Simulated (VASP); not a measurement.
# Tl (P6_3/mmc) in VASP: further runs

Runs on Tl. Level: BLYP. Tasks: single point, relaxation of cell and atoms.

Everything below comes from runs of VASP 6.6.1. Logs are shortened: lines on timing, memory, paths and dates and some standing lists are left out, and cuts for length are marked.

## 1. The cell of the first run

Symmetry: P6_3/mmc, No. 194, hexagonal system. The conventional cell has a = 3.867 Å, b = 3.867 Å, c = 12.236 Å, α = 90.00°, β = 90.00°, γ = 120.00°. Tl (site symmetry -3m) has 12 Tl at 3.79 to 3.87 Å within 5.0 Å. Tl (site symmetry -6m2) has 12 Tl at 3.79 to 3.87 Å within 5.0 Å.

## 2. Single point, BLYP (39.61 Å³/atom)

The input, INCAR:

```
  PREC = Accurate
  ENCUT = 520
  EDIFF = 1E-7
  ISMEAR = -1
  SIGMA = 0.1
  LREAL = F
  LASPH = T
  NELM = 60
  ALGO = Normal
  ISIF = 2
  LWAVE = F
  LCHARG = F
  GGA = B5
  ALDAX = 1.0
  AGGAX = 1.0
  AGGAC = 1.0
  ALDAC = 0.0
  NBANDS = 34
```

The input, KPOINTS:

```
regular mesh
0
Gamma
  11 11 3
```

The input, POSCAR:

```
Tl
1.0
    3.8668658935      0.0000000000      0.0000000000
   -1.9334329468      3.3488040968      0.0000000000
    0.0000000000      0.0000000000     12.2360946195
Tl
4
Direct
    0.0000000000      0.0000000000      0.0000000000
    0.0000000000      0.0000000000      0.5000000000
    0.3333333333      0.6666666667      0.2500000000
    0.6666666667      0.3333333333      0.7500000000
```

Potentials or basis: VASP PAW PBE potentials, release 64 (Tl_d).

Started as:

```sh
cat potpaw_PBE.64/Tl_d/POTCAR > POTCAR
mpirun -np 1 vasp_std > vasp.out
```

OUTCAR:

```text
PREC = Accurate
   ENCUT = 520
   EDIFF = 1E-7
   ISMEAR = -1
   LREAL = F
   LASPH = T
   NELM = 60
   ISIF = 2
   GGA = B5

 ion  position               nearest neighbor table
   1  0.000  0.000  0.000-   3 3.79   4 3.79   4 3.79   3 3.79   4 3.79   3 3.79
   2  0.000  0.000  0.500-   3 3.79   4 3.79   4 3.79   3 3.79   4 3.79   3 3.79
   3  0.333  0.667  0.250-   1 3.79   2 3.79   1 3.79   2 3.79   1 3.79   2 3.79
   4  0.667  0.333  0.750-   1 3.79   2 3.79   1 3.79   2 3.79   1 3.79   2 3.79

  LATTYP: Found a hexagonal cell.
 ALAT       =     3.8668658935
 C/A-ratio  =     3.1643441889

  Lattice vectors:

 A1 = (   3.8668658935,   0.0000000000,   0.0000000000)
 A2 = (  -1.9334329468,   3.3488040968,   0.0000000000)
 A3 = (   0.0000000000,   0.0000000000,  12.2360946195)

Analysis of symmetry for initial positions (statically):
=====================================================================
 Subroutine PRICEL returns:
 Original cell was already a primitive cell.

 Routine SETGRP: Setting up the symmetry group for a
 hexagonal supercell.

 Subroutine GETGRP returns: Found 24 space group operations
 (whereof 12 operations were pure point group operations)
 out of a pool of 24 trial point group operations.

The static configuration has the point symmetry D_3d.
 The point group associated with its full space group is D_6h.

Analysis of symmetry for dynamics (positions and initial velocities):
=====================================================================
 Subroutine PRICEL returns:
 Original cell was already a primitive cell.

 Routine SETGRP: Setting up the symmetry group for a
 hexagonal supercell.

 Subroutine GETGRP returns: Found 24 space group operations
 (whereof 12 operations were pure point group operations)
 out of a pool of 24 trial point group operations.

The dynamic configuration has the point symmetry D_3d.
 The point group associated with its full space group is D_6h.

 Subroutine INISYM returns: Found 24 space group operations
 (whereof 12 operations are pure point group operations),
 and found     1 'primitive' translations

----------------------------------------------------------------------------------------

                                     Primitive cell

  volume of cell :     158.4498

  direct lattice vectors                    reciprocal lattice vectors
     3.866865893  0.000000000  0.000000000     0.258607365  0.149307032  0.000000000
    -1.933432947  3.348804097  0.000000000     0.000000000  0.298614064  0.000000000
     0.000000000  0.000000000 12.236094619     0.000000000  0.000000000  0.081725422

  length of vectors
     3.866865893  3.866865894 12.236094619     0.298614064  0.298614064  0.081725422

  position of ions in fractional coordinates (direct lattice)
     0.000000000  0.000000000  0.000000000
     0.000000000  0.000000000  0.500000000
     0.333333333  0.666666667  0.250000000
     0.666666667  0.333333333  0.750000000

  ion indices of the primitive-cell ions
   primitive index   ion index
                 1           1
                 2           2
                 3           3
                 4           4

----------------------------------------------------------------------------------------

 KPOINTS: regular mesh

Automatic generation of k-mesh.
 Grid dimensions read from file:
 generate k-points for:   11   11    3

 Generating k-lattice:

  Cartesian coordinates                     Fractional coordinates (reciprocal lattice)
     0.023509760  0.013573367  0.000000000     0.090909091  0.000000000  0.000000000
     0.000000000  0.027146733  0.000000000     0.000000000  0.090909091  0.000000000
     0.000000000  0.000000000  0.027241807     0.000000000  0.000000000  0.333333333

  Length of vectors
     0.027146733  0.027146733  0.027241807

  Shift w.r.t. Gamma in fractional coordinates (k-lattice)
     0.000000000  0.000000000  0.000000000

 Subroutine IBZKPT returns following result:
 ===========================================

 Found     32 irreducible k-points:

 Following reciprocal coordinates:
            Coordinates               Weight
  0.000000  0.000000  0.000000      1.000000
  0.090909  0.000000  0.000000      6.000000
  0.181818  0.000000  0.000000      6.000000
  0.272727  0.000000  0.000000      6.000000
  0.363636  0.000000  0.000000      6.000000
  0.454545  0.000000  0.000000      6.000000
[... 16 lines left out ...]
  0.090909  0.090909  0.333333     12.000000
  0.181818  0.090909  0.333333     24.000000
 [... further k-points ...]
   k-points           NKPTS =     32   k-points in BZ     NKDIM =     32   number of bands    NBANDS=     34
   number of dos      NEDOS =    301   number of ions     NIONS =      4
   total plane-waves  NPLWV =  86400
   dimension x,y,z NGX =    30 NGY =   30 NGZ =   96
   dimension x,y,z NGXF=    60 NGYF=   60 NGZF=  192
   ions per type =               4
   NGX,Y,Z   is equivalent  to a cutoff of  12.90, 12.90, 13.04 a.u.
   NGXF,Y,Z  is equivalent  to a cutoff of  25.80, 25.80, 26.09 a.u.
 SYSTEM =  unknown system
   PREC   = accura    normal or accurate (medium, high low for compatibility)
   ISTART =      0    job   : 0-new  1-cont  2-samecut
   ICHARG =      2    charge: 1-file 2-atom 10-const
   ISPIN  =      1    spin polarized calculation?
   LNONCOLLINEAR =      F non collinear calculations
   LSORBIT =      F    spin-orbit coupling
   LASPH  =      T    aspherical Exc in radial PAW
   ENCUT  =  520.0 eV  38.22 Ry    6.18 a.u.   7.19  7.19 22.75*2*pi/ulx,y,z
   NELM   =     60;   NELMIN=  2; NELMDL= -5     # of ELM steps
   EDIFF  = 0.1E-06   stopping-criterion for ELM
   LREAL  =      F    real-space projection
   EDIFFG = 0.1E-05   stopping-criterion for IOM
   NSW    =      0    number of steps for IOM
   IBRION =     -1    ionic relax: 0-MD 1-quasi-New 2-CG
   NFREE  =      0    steps in history (QN), initial steepest desc. (CG)
   ISIF   =      2    stress and relaxation
   ISYM   =      2    0-nonsym 1-usesym 2-fastsym
   POTIM  = 0.5000    time-step for ionic-motion
   TEBEG  =    0.0;   TEEND  =   0.0 temperature during run
   PSTRESS=    0.0 pullay stress
   NELECT =      52.0000    total number of electrons
   NUPDOWN=      -1.0000    fix difference up-down
   EMIN   =  10.00;   EMAX   =-10.00  energy-range for DOS
   EFERMI =   0.00;   METHOD = LEGACY
   ISMEAR =    -1;   SIGMA  =   0.10  broadening in eV -4-tet -1-fermi 0-gaus
   EFERMI_NEDOS =   21; number of points for ismear=-14 and -15
   IALGO  =     38    algorithm
   IMIX   =      4    mixing-type and parameters
     AMIX     =   0.40;   BMIX     =  1.00
     AMIX_MAG =   1.60;   BMIX_MAG =  1.00
  volume/ion in A,a.u.               =      39.61       267.32
  Fermi-wavevector in a.u.,A,eV,Ry     =   1.129220  2.133917 17.349316  1.275139
  Thomas-Fermi vector in A             =   2.265913
   LORBIT       =      0    0 simple, 1 ext, 2 COOP (PROOUT), +10 PAW based schemes
   GGA     = B5    functional components
   LHFCALC =     F    Hartree Fock is set to
   AEXX    =    0.0000 exact exchange contribution
   IVDW    =     0    specifies the selected vdW correction
   LEPSILON=     F    determine dielectric tensor
   LRPA    =     F    only Hartree local field effects (RPA)
 non-spin polarized calculation
  energy-cutoff  :      520.00
  volume of cell :      158.45
 maximum number of plane-waves:      4291
 NGX is ok and might be reduce to    30
   NGX = 15   NGY = 15   NGZ = 45

 number of electron      52.0000000 magnetization

 Free energy of the ion-electron system (eV)
  ---------------------------------------------------
  ext. energy  EPLUGINS =         0.00000000
  ---------------------------------------------------
  free energy    TOTEN  =        -6.75351158 eV

  energy without entropy =       -6.64390999  energy(sigma->0) =       -6.69871078

 E-fermi :   4.2101     XC(G=0):  -8.1395

 val. band max:        4.1893407269   @ k =   0.2727   0.2727   0.0000
 cond. band min:       4.2141862119   @ k =   0.2727   0.0909   0.3333
 fundamental gap:      0.0248454850
 Fermi energy:         4.2101487370

 k-point     1 :       0.0000    0.0000    0.0000
  band No.  band energies     occupation
      1      -7.2941      2.00000
      2      -7.2668      2.00000
      3      -7.2668      2.00000
      4      -7.2619      2.00000
      5      -7.2578      2.00000
      6      -7.2578      2.00000
[... 26 lines left out ...]
     33      10.5640      0.00000
     34      11.3602      0.00000

 k-point     2 :       0.0909    0.0000    0.0000
  band No.  band energies     occupation
      1      -7.2879      2.00000
      2      -7.2712      2.00000
      3      -7.2699      2.00000
      4      -7.2569      2.00000
      5      -7.2562      2.00000
      6      -7.2559      2.00000
[... 26 lines left out ...]
     33      10.3034      0.00000
     34      10.5521      0.00000

 k-point     3 :       0.1818    0.0000    0.0000
  band No.  band energies     occupation
      1      -7.3052      2.00000
      2      -7.2850      2.00000
      3      -7.2849      2.00000
      4      -7.2489      2.00000
      5      -7.2481      2.00000
      6      -7.2408      2.00000
[... 26 lines left out ...]
     33       9.7258      0.00000
     34       9.7286      0.00000
[... 704 lines left out ...]
 k-point    23 :       0.0909    0.0909    0.3333
  band No.  band energies     occupation
      1      -7.2824      2.00000
      2      -7.2809      2.00000
      3      -7.2752      2.00000
      4      -7.2732      2.00000
      5      -7.2476      2.00000
      6      -7.2362      2.00000
[... 26 lines left out ...]
     33       9.9506      0.00000
     34      10.0809      0.00000

 k-point    24 :       0.1818    0.0909    0.3333
  band No.  band energies     occupation
      1      -7.3078      2.00000
      2      -7.2994      2.00000
      3      -7.2771      2.00000
      4      -7.2669      2.00000
      5      -7.2478      2.00000
      6      -7.2315      2.00000
[... 26 lines left out ...]
     33       9.1105      0.00000
     34       9.7212      0.00000

 [... further k-points ...]

------------------------ aborting loop because EDIFF is reached ----------------------------------------

  FORCE on cell =-STRESS in cart. coord.  units (eV):
  Direction    XX          YY          ZZ          XY          YZ          ZX
  --------------------------------------------------------------------------------------
  -------------------------------------------------------------------------------------
  Total       -1.3929589     -1.3929589     -1.6854460      0.0000000      0.0000000      0.0000000
  in kB      -14.0850115    -14.0850115    -17.0425175      0.0000000      0.0000000      0.0000000
  external PRESSURE =     -15.0708468 kB  Pullay stress =       0.0000000 kB

 VOLUME and BASIS-vectors are now :
 -----------------------------------------------------------------------------
  energy-cutoff  :      520.00
  volume of cell :      158.45
      direct lattice vectors                 reciprocal lattice vectors
     3.866865893  0.000000000  0.000000000     0.258607365  0.149307032  0.000000000
    -1.933432947  3.348804097  0.000000000     0.000000000  0.298614064  0.000000000
     0.000000000  0.000000000 12.236094619     0.000000000  0.000000000  0.081725422

 POSITION                                       TOTAL-FORCE (eV/Angst)
 -----------------------------------------------------------------------------------
      0.00000      0.00000      0.00000        -0.000000      0.000000      0.000000
      0.00000      0.00000      6.11805        -0.000000      0.000000      0.000000
     -0.00000      2.23254      3.05902         0.000000     -0.000000     -0.000000
      1.93343      1.11627      9.17707         0.000000      0.000000     -0.000000
 -----------------------------------------------------------------------------------
    total drift:                               -0.000000      0.000000      0.000000

  FREE ENERGIE OF THE ION-ELECTRON SYSTEM (eV)
  ---------------------------------------------------
  free  energy   TOTEN  =        -6.7535115767 eV

  energy  without entropy=       -6.6439099912  energy(sigma->0) =       -6.69871078
```

Wall time 1.7 min (1 thread of Intel Xeon Platinum 8488C (Sapphire Rapids), shared host); peak memory 0.33 GiB.

Results:

```
Free energy            : -6.7535 eV
Pressure               : -1.5 GPa
Band gap on the k mesh : zero (bands 26 and 27 overlap by 2.97 eV)
```

Caveat: the PAW data sets were made with another functional, which shifts forces and pressure a little; spin-orbit coupling is left out, which moves the levels of the heavy elements.

## 3. Single point, BLYP

This run uses another cell than the first one, of 35.37 Å³/atom.

The input, INCAR:

```
PREC = Accurate
ENCUT = 520
EDIFF = 1E-6
ISMEAR = -1
SIGMA = 0.1
LREAL = False
LASPH = True
NELM = 60
ALGO = Normal
ISIF = 2
LWAVE = False
LCHARG = False
GGA = B5
ALDAX = 1.0
AGGAX = 1.0
AGGAC = 1.0
ALDAC = 0.0
NBANDS = 34
```

The input, KPOINTS:

```
Automatic mesh
0
Gamma
  13 13 4
```

The input, POSCAR:

```
Tl
1.0
    3.7235149599      0.0000000000      0.0000000000
   -1.8617574800      3.2246585467      0.0000000000
    0.0000000000      0.0000000000     11.7824829259
Tl
4
Direct
    0.0000000000      0.0000000000      0.0000000000
    0.0000000000      0.0000000000      0.5000000000
    0.3333333333      0.6666666667      0.2500000000
    0.6666666667      0.3333333333      0.7500000000
```

Potentials or basis: VASP PAW PBE potentials, release 64 (Tl_d).

Started as:

```sh
cat potpaw_PBE.64/Tl_d/POTCAR > POTCAR
mpirun -np 1 vasp_std > vasp.out
```

Run time: 2.1 min. Hardware: 1 thread of Intel Xeon Platinum 8488C (Sapphire Rapids), shared host; peak memory 0.38 GiB.

Results (log left out):

* Free energy: -6.8134 eV
* Pressure: 0.1 GPa
* Band gap on the k mesh: zero (bands 26 and 27 overlap by 3.42 eV)

Stress tensor (GPa, compression positive):
```
0.01 0.00 0.00
0.00 0.01 0.00
0.00 0.00 0.18
```

Levels at points of the mesh, in eV from the Fermi level:
```csv
k point,band 23,band 24,band 25,band 26,band 27,band 28,band 29,band 30
"(0.00, 0.00, 0.00)",-7.71,-5.30,-2.02,2.72,2.74,6.32,6.32,7.10
"(0.00, 0.00, 0.50)",-6.36,-6.36,-0.37,-0.37,6.29,6.29,6.54,6.54
```

Caveat: the PAW data sets were made with another functional, which shifts forces and pressure a little; spin-orbit coupling is left out, which moves the levels of the heavy elements.

## 4. Relaxation of cell and atoms, BLYP

This run uses another cell than the first one, of 28.04 Å³/atom.

The input, INCAR:

```
PREC = Accurate ; ENCUT = 600
EDIFF = 1E-6 ; ISMEAR = -1
SIGMA = 0.1 ; LREAL = False
LASPH = True ; NELM = 100
ALGO = Normal ; ISIF = 3
LWAVE = False ; LCHARG = False
GGA = B5 ; ALDAX = 1.0
AGGAX = 1.0 ; AGGAC = 1.0
ALDAC = 0.0 ; IBRION = 2
NSW = 80 ; EDIFFG = -0.01
```

The input, KPOINTS:

```
regular mesh
0
Gamma
  11 11 3
```

The input, POSCAR:

```
Tl
1.0
    3.4099606388      0.0000000000      0.0000000000
   -1.7049803194      2.9531125391      0.0000000000
    0.0000000000      0.0000000000     11.1369314463
Tl
4
Direct
    0.0000000000      0.0000000000      0.0000000000
    0.0000000000      0.0000000000      0.5000000000
    0.3333333333      0.6666666667      0.2500000000
    0.6666666667      0.3333333333      0.7500000000
```

Started as:

```sh
cat potpaw_PBE.64/Tl_d/POTCAR > POTCAR
mpirun -np 1 vasp_std > vasp.out
```

It took 8.5 min on 1 thread of Intel Xeon Platinum 8488C (Sapphire Rapids), shared host; peak memory 0.32 GiB.

The run converged. Its results:

* Free energy: -6.8241 eV
* Relaxed volume: 35.49 Å³/atom
* Relaxed cell: a = 3.733 Å, b = 3.733 Å, c = 11.764 Å, α = 90.00°, β = 90.00°, γ = 120.00°
* Space group after relaxing (to 0.1 Å): P6_3/mmc (No. 194)
* Energy gained by relaxing: 142.8 meV/atom
* Ionic steps: 10
* Pressure after relaxing: 0.0 GPa
* Band gap on the k mesh: zero (bands 26 and 27 overlap by 3.50 eV)

Step by step:
```
step  energy change (eV)  largest force (eV/Å)  pressure (GPa)  volume (Å³)
   1              0.0000                0.0000            7.96       112.15
   2             -0.5564                0.0000            0.72       136.33
   3             -0.5664                0.0000           -0.21       143.07
   4             -0.5675                0.0000           -0.03       141.51
   5             -0.5674                0.0000            0.07       140.88
   6             -0.5684                0.0000            0.06       140.89
   7             -0.5704                0.0000            0.07       140.92
   8             -0.5704                0.0000            0.13       140.92
   9             -0.5710                0.0000            0.10       140.93
  10             -0.5713                0.0000           -0.04       141.96
```

Final structure:
```cif
data_structure
_symmetry_space_group_name_H-M 'P 1'
_symmetry_Int_Tables_number 1
_cell_length_a 3.7328
_cell_length_b 3.7328
_cell_length_c 11.7639
_cell_angle_alpha 90.000
_cell_angle_beta 90.000
_cell_angle_gamma 120.000
_cell_volume 141.96
loop_
_atom_site_label
_atom_site_type_symbol
_atom_site_fract_x
_atom_site_fract_y
_atom_site_fract_z
_atom_site_occupancy
Tl1 Tl 0.00000 0.00000 0.00000 1
Tl2 Tl 0.00000 0.00000 0.50000 1
Tl3 Tl 0.33333 0.66667 0.25000 1
Tl4 Tl 0.66667 0.33333 0.75000 1
```

Levels at points of the mesh, in eV from the Fermi level:
```tsv
k point	band 21	band 22	band 23	band 24	band 25	band 26	band 27	band 28	band 29	band 30
(0.00, 0.00, 0.00)	-8.83	-7.69	-7.68	-5.25	-1.98	2.77	2.79	6.28	6.28	7.05
```

Caveat: the volume moved by over 15 % at a fixed basis, so the end points are rough; the PAW data sets were made with another functional, which shifts forces and pressure a little; spin-orbit coupling is left out, which moves the levels of the heavy elements.

## 5. Summary

| task | cell | k mesh | cutoff (eV) | gap on the mesh (eV) | pressure (GPa) |
| --- | --- | --- | --- | --- | --- |
| single point | a = 3.867, b = 3.867, c = 12.236 Å, angles 90.0, 90.0, 120.0°, 4 atoms | 11 × 11 × 3 | 520 | none | -1.5 |
| single point | a = 3.724, b = 3.724, c = 11.782 Å, angles 90.0, 90.0, 120.0°, 4 atoms | 13 × 13 × 4 | 520 | none | 0.1 |
| relaxation of cell and atoms | relaxed from a = 3.410, b = 3.410, c = 11.137 Å, angles 90.0, 90.0, 120.0°, 4 atoms | 11 × 11 × 3 | 600 | none | 0.0 |

Alike in all rows: level BLYP; potentials or basis VASP PAW PBE potentials, release 64 (Tl_d); no spin polarisation; smearing fermi-dirac 0.1 eV.

Caveats: the PAW data sets were made with another functional, which shifts forces and pressure a little; spin-orbit coupling is left out, which moves the levels of the heavy elements; the volume moved by over 15 % at a fixed basis, so the end points are rough (at least some runs).

Absolute energies hang on the potentials; compare differences alone.

The gap in the log of VASP goes by the Fermi energy; the results here count the filled bands.